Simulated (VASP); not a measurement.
# SbP5 (F-43m) in VASP: notebook

The runs below take SbP5 through single point, relaxation of cell and atoms, with PBE.

Everything below comes from runs of VASP 6.6.1. Logs are shortened: lines on timing, memory, paths and dates and some standing lists are left out, and cuts for length are marked.

## Step 1: The cell of the first run

The structure is cubic, space group F-43m (No. 216). The conventional cell has a = 7.638 Å, b = 7.638 Å, c = 7.638 Å, α = 90.00°, β = 90.00°, γ = 90.00°. Within 4.2 Å of Sb (site symmetry -43m) lie 16 P at 3.22 to 3.31 Å. Within 4.1 Å of P (site symmetry -43m) lie 12 P at 3.13 Å and 4 Sb at 3.31 Å. P (site symmetry 3m) has 9 P at 2.30 to 3.13 Å and 3 Sb at 3.22 Å within 3.3 Å.

The cell was built from a structure type or drawn by symmetry, and may not be a known phase.

## Step 2: Single point, PBE

The input, INCAR:

```
PREC = Accurate ; ENCUT = 520
EDIFF = 1E-6 ; ISMEAR = 0
SIGMA = 0.1 ; LREAL = F
LASPH = T ; NELM = 100
ALGO = Normal ; ISIF = 2
LWAVE = F ; LCHARG = F
GGA = PE ; NBANDS = 24
```

The input, KPOINTS:

```
regular mesh
0
Gamma
  8 8 8
```

The input, POSCAR:

```
SbP5
1.0
    0.0000000000      3.8188447236      3.8188447236
    3.8188447236      0.0000000000      3.8188447236
    3.8188447236      3.8188447236      0.0000000000
Sb P
1 5
Direct
    0.0000000000      0.0000000000      0.0000000000
    0.7500000000      0.7500000000      0.7500000000
    0.8196484577      0.3934505141      0.3934505141
    0.3934505141      0.3934505141      0.3934505141
    0.3934505141      0.8196484577      0.3934505141
    0.3934505141      0.3934505141      0.8196484577
```

Potentials or basis: VASP PAW PBE potentials, release 64 (Sb, P).

Run with:

```sh
cat potpaw_PBE.64/Sb/POTCAR potpaw_PBE.64/P/POTCAR > POTCAR
mpirun -np 1 vasp_std > vasp.out
```

OUTCAR:

```text
PREC = Accurate
   ENCUT = 520
   EDIFF = 1E-6
   ISMEAR = 0
   LREAL = F
   LASPH = T
   NELM = 100
   ISIF = 2
   GGA = PE

 ion  position               nearest neighbor table
   1  0.000  0.000  0.000-   3 3.22   5 3.22   3 3.22   6 3.22   5 3.22   6 3.22   4 3.22   4 3.22
                             4 3.22   3 3.22   5 3.22   6 3.22   2 3.31   2 3.31   2 3.31   2 3.31
   2  0.750  0.750  0.750-   1 3.31   1 3.31   1 3.31   1 3.31
   3  0.820  0.393  0.393-   4 2.30   5 2.30   6 2.30   1 3.22   1 3.22   1 3.22
   4  0.393  0.393  0.393-   3 2.30   5 2.30   6 2.30   1 3.22   1 3.22   1 3.22
   5  0.393  0.820  0.393-   3 2.30   4 2.30   6 2.30   1 3.22   1 3.22   1 3.22
   6  0.393  0.393  0.820-   3 2.30   4 2.30   5 2.30   1 3.22   1 3.22   1 3.22

  LATTYP: Found a face centered cubic cell.
 ALAT       =     7.6376894472

  Lattice vectors:

 A1 = (   0.0000000000,   3.8188447236,   3.8188447236)
 A2 = (   3.8188447236,   0.0000000000,   3.8188447236)
 A3 = (   3.8188447236,   3.8188447236,   0.0000000000)

Analysis of symmetry for initial positions (statically):
=====================================================================
 Subroutine PRICEL returns:
 Original cell was already a primitive cell.

 Routine SETGRP: Setting up the symmetry group for a
 face centered cubic supercell.

 Subroutine GETGRP returns: Found 24 space group operations
 (whereof 24 operations were pure point group operations)
 out of a pool of 48 trial point group operations.

The static configuration has the point symmetry T_d .

Analysis of symmetry for dynamics (positions and initial velocities):
=====================================================================
 Subroutine PRICEL returns:
 Original cell was already a primitive cell.

 Routine SETGRP: Setting up the symmetry group for a
 face centered cubic supercell.

 Subroutine GETGRP returns: Found 24 space group operations
 (whereof 24 operations were pure point group operations)
 out of a pool of 48 trial point group operations.

The dynamic configuration has the point symmetry T_d .

 Subroutine INISYM returns: Found 24 space group operations
 (whereof 24 operations are pure point group operations),
 and found     1 'primitive' translations

----------------------------------------------------------------------------------------

                                     Primitive cell

  volume of cell :     111.3848

  direct lattice vectors                    reciprocal lattice vectors
     0.000000000  3.818844724  3.818844724    -0.130929649  0.130929649  0.130929649
     3.818844724  0.000000000  3.818844724     0.130929649 -0.130929649  0.130929649
     3.818844724  3.818844724  0.000000000     0.130929649  0.130929649 -0.130929649

  length of vectors
     5.400662001  5.400662001  5.400662001     0.226776805  0.226776805  0.226776805

  position of ions in fractional coordinates (direct lattice)
     0.000000000  0.000000000  0.000000000
     0.750000000  0.750000000  0.750000000
     0.819648458  0.393450514  0.393450514
     0.393450514  0.393450514  0.393450514
     0.393450514  0.819648458  0.393450514
     0.393450514  0.393450514  0.819648458

  ion indices of the primitive-cell ions
   primitive index   ion index
                 1           1
                 2           2
                 3           3
                 4           4
                 5           5
                 6           6

----------------------------------------------------------------------------------------

 KPOINTS: regular mesh

Automatic generation of k-mesh.
 Grid dimensions read from file:
 generate k-points for:    8    8    8

 Generating k-lattice:

  Cartesian coordinates                     Fractional coordinates (reciprocal lattice)
    -0.016366206  0.016366206  0.016366206     0.125000000  0.000000000  0.000000000
     0.016366206 -0.016366206  0.016366206     0.000000000  0.125000000  0.000000000
     0.016366206  0.016366206 -0.016366206     0.000000000  0.000000000  0.125000000

  Length of vectors
     0.028347101  0.028347101  0.028347101

  Shift w.r.t. Gamma in fractional coordinates (k-lattice)
     0.000000000  0.000000000  0.000000000

 Subroutine IBZKPT returns following result:
 ===========================================

 Found     29 irreducible k-points:

 Following reciprocal coordinates:
            Coordinates               Weight
  0.000000  0.000000  0.000000      1.000000
  0.125000  0.000000  0.000000      8.000000
  0.250000  0.000000  0.000000      8.000000
  0.375000  0.000000  0.000000      8.000000
  0.500000  0.000000  0.000000      4.000000
  0.125000  0.125000  0.000000      6.000000
[... 16 lines left out ...]
  0.500000  0.250000  0.125000     48.000000
 -0.375000  0.250000  0.125000     24.000000
 [... further k-points ...]
   k-points           NKPTS =     29   k-points in BZ     NKDIM =     29   number of bands    NBANDS=     24
   number of dos      NEDOS =    301   number of ions     NIONS =      6
   total plane-waves  NPLWV =  64000
   dimension x,y,z NGX =    40 NGY =   40 NGZ =   40
   dimension x,y,z NGXF=    80 NGYF=   80 NGZF=   80
   ions per type =               1   5
   NGX,Y,Z   is equivalent  to a cutoff of  12.31, 12.31, 12.31 a.u.
   NGXF,Y,Z  is equivalent  to a cutoff of  24.63, 24.63, 24.63 a.u.
 SYSTEM =  unknown system
   PREC   = accura    normal or accurate (medium, high low for compatibility)
   ISTART =      0    job   : 0-new  1-cont  2-samecut
   ICHARG =      2    charge: 1-file 2-atom 10-const
   ISPIN  =      1    spin polarized calculation?
   LNONCOLLINEAR =      F non collinear calculations
   LSORBIT =      F    spin-orbit coupling
   LASPH  =      T    aspherical Exc in radial PAW
   ENCUT  =  520.0 eV  38.22 Ry    6.18 a.u.  10.04 10.04 10.04*2*pi/ulx,y,z
   NELM   =    100;   NELMIN=  2; NELMDL= -5     # of ELM steps
   EDIFF  = 0.1E-05   stopping-criterion for ELM
   LREAL  =      F    real-space projection
   EDIFFG = 0.1E-04   stopping-criterion for IOM
   NSW    =      0    number of steps for IOM
   IBRION =     -1    ionic relax: 0-MD 1-quasi-New 2-CG
   NFREE  =      0    steps in history (QN), initial steepest desc. (CG)
   ISIF   =      2    stress and relaxation
   ISYM   =      2    0-nonsym 1-usesym 2-fastsym
   POTIM  = 0.5000    time-step for ionic-motion
   TEBEG  =    0.0;   TEEND  =   0.0 temperature during run
   PSTRESS=    0.0 pullay stress
   NELECT =      30.0000    total number of electrons
   NUPDOWN=      -1.0000    fix difference up-down
   EMIN   =  10.00;   EMAX   =-10.00  energy-range for DOS
   EFERMI =   0.00;   METHOD = LEGACY
   ISMEAR =     0;   SIGMA  =   0.10  broadening in eV -4-tet -1-fermi 0-gaus
   EFERMI_NEDOS =   21; number of points for ismear=-14 and -15
   IALGO  =     38    algorithm
   IMIX   =      4    mixing-type and parameters
     AMIX     =   0.40;   BMIX     =  1.00
     AMIX_MAG =   1.60;   BMIX_MAG =  1.00
  volume/ion in A,a.u.               =      18.56       125.28
  Fermi-wavevector in a.u.,A,eV,Ry     =   1.057239  1.997892 15.207976  1.117755
  Thomas-Fermi vector in A             =   2.192505
   LORBIT       =      0    0 simple, 1 ext, 2 COOP (PROOUT), +10 PAW based schemes
   GGA     = PE    functional components
   LHFCALC =     F    Hartree Fock is set to
   AEXX    =    0.0000 exact exchange contribution
   IVDW    =     0    specifies the selected vdW correction
   LEPSILON=     F    determine dielectric tensor
   LRPA    =     F    only Hartree local field effects (RPA)
 non-spin polarized calculation
 Gauss-broadening in eV      SIGMA  =   0.10
  energy-cutoff  :      520.00
  volume of cell :      111.38
 maximum number of plane-waves:      3028
   NGX = 21   NGY = 21   NGZ = 21

 number of electron      30.0000000 magnetization

 Free energy of the ion-electron system (eV)
  ---------------------------------------------------
  ext. energy  EPLUGINS =         0.00000000
  ---------------------------------------------------
  free energy    TOTEN  =       -26.59699988 eV

  energy without entropy =      -26.57778599  energy(sigma->0) =      -26.58739293

 E-fermi :   7.8955     XC(G=0): -10.5760

 val. band max:        7.8794958369   @ k =  -0.2500   0.1250   0.0000
 cond. band min:       7.9163453441   @ k =   0.3750   0.3750   0.0000
 fundamental gap:      0.0368495072
 Fermi energy:         7.8954580524

 k-point     1 :       0.0000    0.0000    0.0000
  band No.  band energies     occupation
      1      -7.9823      2.00000
      2      -2.4788      2.00000
      3      -1.2050      2.00000
      4      -1.2050      2.00000
      5      -1.2050      2.00000
      6      -0.1976      2.00000
[... 16 lines left out ...]
     23      14.5831      0.00000
     24      14.5831      0.00000

 k-point     2 :       0.1250    0.0000    0.0000
  band No.  band energies     occupation
      1      -7.9219      2.00000
      2      -2.7932      2.00000
      3      -1.2421      2.00000
      4      -1.2421      2.00000
      5      -1.1699      2.00000
      6      -0.1874      2.00000
[... 16 lines left out ...]
     23      14.0667      0.00000
     24      14.3704      0.00000

 k-point     3 :       0.2500    0.0000    0.0000
  band No.  band energies     occupation
      1      -7.7611      2.00000
      2      -3.3962      2.00000
      3      -1.3236      2.00000
      4      -1.3236      2.00000
      5      -1.3217      2.00000
      6      -0.0886      2.00000
[... 16 lines left out ...]
     23      13.8546      0.00000
     24      13.8553      0.00000
[... 514 lines left out ...]
 k-point    23 :       0.5000    0.2500    0.1250
  band No.  band energies     occupation
      1      -7.4794      2.00000
      2      -3.7515      2.00000
      3      -2.5283      2.00000
      4      -1.7800      2.00000
      5      -0.7985      2.00000
      6      -0.3645      2.00000
[... 16 lines left out ...]
     23      12.2115      0.00000
     24      12.6556      0.00000

 k-point    24 :      -0.3750    0.2500    0.1250
  band No.  band energies     occupation
      1      -7.4070      2.00000
      2      -3.8656      2.00000
      3      -2.6607      2.00000
      4      -1.8845      2.00000
      5      -0.8420      2.00000
      6      -0.2684      2.00000
[... 16 lines left out ...]
     23      11.9056      0.00000
     24      12.3959      0.00000

 [... further k-points ...]

------------------------ aborting loop because EDIFF is reached ----------------------------------------

  FORCE on cell =-STRESS in cart. coord.  units (eV):
  Direction    XX          YY          ZZ          XY          YZ          ZX
  --------------------------------------------------------------------------------------
  -------------------------------------------------------------------------------------
  Total       -0.1996148     -0.1996148     -0.1996148      0.0000000      0.0000000      0.0000000
  in kB       -2.8712916     -2.8712916     -2.8712916      0.0000000      0.0000000      0.0000000
  external PRESSURE =      -2.8712916 kB  Pullay stress =       0.0000000 kB

 VOLUME and BASIS-vectors are now :
 -----------------------------------------------------------------------------
  energy-cutoff  :      520.00
  volume of cell :      111.38
      direct lattice vectors                 reciprocal lattice vectors
     0.000000000  3.818844724  3.818844724    -0.130929649  0.130929649  0.130929649
     3.818844724  0.000000000  3.818844724     0.130929649 -0.130929649  0.130929649
     3.818844724  3.818844724  0.000000000     0.130929649  0.130929649 -0.130929649

 POSITION                                       TOTAL-FORCE (eV/Angst)
 -----------------------------------------------------------------------------------
      0.00000      0.00000      0.00000         0.000000      0.000000      0.000000
      5.72827      5.72827      5.72827         0.000000      0.000000      0.000000
      3.00505      4.63264      4.63264         0.048843     -0.048843     -0.048843
      3.00505      3.00505      3.00505         0.048843      0.048843      0.048843
      4.63264      3.00505      4.63264        -0.048843      0.048843     -0.048843
      4.63264      4.63264      3.00505        -0.048843     -0.048843      0.048843
 -----------------------------------------------------------------------------------
    total drift:                                0.000000      0.000000      0.000000

  FREE ENERGIE OF THE ION-ELECTRON SYSTEM (eV)
  ---------------------------------------------------
  free  energy   TOTEN  =       -26.5969998803 eV

  energy  without entropy=      -26.5777859891  energy(sigma->0) =      -26.58739293
```

Run time: 65 s. Hardware: 1 thread of Intel Xeon Platinum 8259CL at 2.50GHz (Skylake/Cascade Lake), shared host; peak memory 0.26 GiB.

Results:

* Free energy: -26.5970 eV
* Pressure: -0.3 GPa
* Largest force: 0.085 eV/Å
* Band gap on the k mesh: zero (bands 15 and 16 overlap by 0.42 eV)

Forces in eV/Å, atoms in the order of the input:
```
Sb   0.000  0.000  0.000
P    0.000  0.000  0.000
P    0.049 -0.049 -0.049
P    0.049  0.049  0.049
P   -0.049  0.049 -0.049
P   -0.049 -0.049  0.049
```

Caveat: spin-orbit coupling is left out, which moves the levels of the heavy elements.

## Step 3: Relaxation of cell and atoms, PBE

This run uses another cell than the first one, of 18.11 Å³/atom.

The input, INCAR:

```
SYSTEM = SbP5
PREC = Accurate
ENCUT = 600
EDIFF = 1E-7
ISMEAR = 0
SIGMA = 0.1
LREAL = .False.
LASPH = .True.
NELM = 80
ALGO = Normal
ISIF = 3
LWAVE = .False.
LCHARG = .False.
GGA = PE
IBRION = 2
NSW = 100
EDIFFG = -0.01
```

The input, KPOINTS:

```
Automatic mesh
0
Gamma
  8 8 8
  0 0 0
```

The input, POSCAR:

```
SbP5
1.0
    0.0000000000      3.7873206246      3.7873206246
    3.7873206246      0.0000000000      3.7873206246
    3.7873206246      3.7873206246      0.0000000000
Sb P
1 5
Direct
    0.0000000000      0.0000000000      0.0000000000
    0.7500000000      0.7500000000      0.7500000000
    0.8284981962      0.3905006013      0.3905006013
    0.3905006013      0.3905006013      0.3905006013
    0.3905006013      0.8284981962      0.3905006013
    0.3905006013      0.3905006013      0.8284981962
```

Potentials or basis: VASP PAW PBE potentials, release 64 (Sb, P).

Run with:

```sh
cat potpaw_PBE.64/Sb/POTCAR potpaw_PBE.64/P/POTCAR > POTCAR
mpirun -np 1 vasp_std > vasp.out
```

Wall time 7.4 min (1 thread of Intel Xeon Platinum 8259CL at 2.50GHz (Skylake/Cascade Lake), shared host); peak memory 0.37 GiB.

Results (log left out):

| Property | Result |
| --- | --- |
| Free energy | -26.5985 eV |
| Relaxed volume | 18.62 Å³/atom |
| Relaxed cell | a = 5.406 Å, b = 5.406 Å, c = 5.406 Å, α = 60.00°, β = 60.00°, γ = 60.00° |
| Space group after relaxing (to 0.1 Å) | F-43m (No. 216) |
| Energy gained by relaxing | 4.3 meV/atom |
| Ionic steps | 8 |
| Pressure after relaxing | 0.0 GPa |
| Band gap on the k mesh | zero (bands 15 and 16 overlap by 0.39 eV) |

Step by step:
```csv
step,energy change (eV),largest force (eV/Å),pressure (GPa),volume (Å³)
1,0.0000,0.3501,-0.90,108.65
2,-0.0096,0.0307,1.31,107.06
3,-0.0117,0.0914,0.63,107.53
4,-0.0167,0.0672,0.53,108.29
5,-0.0250,0.0230,0.35,110.58
6,-0.0254,0.0612,0.32,111.33
7,-0.0235,0.1275,-0.70,112.52
8,-0.0259,0.0017,0.00,111.70
```

Final structure:
```xyz
6
Lattice="0.0000 3.8224 3.8224 3.8224 0.0000 3.8224 3.8224 3.8224 0.0000" Properties=species:S:1:pos:R:3 pbc="T T T"
Sb    3.8224    3.8224    0.0000
P     5.7336    5.7336    5.7336
P     3.0119    4.6329    4.6329
P     3.0119    3.0119    3.0119
P     4.6329    3.0119    4.6329
P     4.6329    4.6329    3.0119
```

Levels at points of the mesh, in eV from the Fermi level:
```
           k point  band 12  band 13  band 14  band 15  band 16  band 17  band 18  band 19
(0.00, 0.00, 0.00)    -3.47    -2.61    -2.61    -2.61     1.85     1.85     1.85     3.74
(0.50, 0.00, 0.00)    -2.90    -1.37    -1.37    -0.43     1.16     1.25     1.25     2.32
(0.50, 0.50, 0.00)    -2.04    -2.04    -1.78    -0.18     0.05     0.16     0.74     0.74
```

Caveat: spin-orbit coupling is left out, which moves the levels of the heavy elements.
